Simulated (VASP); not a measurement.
A run of VASP 6.6.1:

File INCAR:

```
PREC     = Accurate       # precision mode
ENCUT    = 520            # plane-wave cutoff, eV
EDIFF    = 1E-6           # SCF threshold, eV
ISMEAR   = -1             # smearing method
SIGMA    = 0.05           # smearing width, eV
LREAL    = False          # projectors in reciprocal space
LASPH    = True           # aspherical terms in the spheres
NELM     = 60             # most SCF steps
ALGO     = Normal         # electronic algorithm
ISIF     = 2              # what is computed and relaxed
LWAVE    = False          # write WAVECAR
LCHARG   = False          # write CHGCAR
GGA      = RP             # functional
NBANDS   = 16             # bands
```

Contents of KPOINTS:

```
regular mesh
0
Gamma
  8 8 8
```

The input POSCAR:

```
CuI
1.0
    0.0000000000      3.0713927327      3.0713927327
    3.0713927327      0.0000000000      3.0713927327
    3.0713927327      3.0713927327      0.0000000000
I Cu
1 1
Direct
    0.0000000000      0.0000000000      0.0000000000
    0.7500000000      0.7500000000      0.7500000000
```

Potentials or basis: VASP PAW PBE potentials, release 64 (I, Cu).

The run is started by

```sh
$ cat potpaw_PBE.64/I/POTCAR potpaw_PBE.64/Cu/POTCAR > POTCAR
$ mpirun -np 1 vasp_std > vasp.out
```

Hardware: 1 thread of Intel(R) Xeon(R) Platinum 8488C (Sapphire Rapids), with other jobs on the host.

Q: How long does it take, and how much memory?

A: Run time: 12 s on 1 thread of Intel(R) Xeon(R) Platinum 8488C (Sapphire Rapids) (shared host), peak memory 0.18 GiB. Counts: scf iterations 14, k points 29.
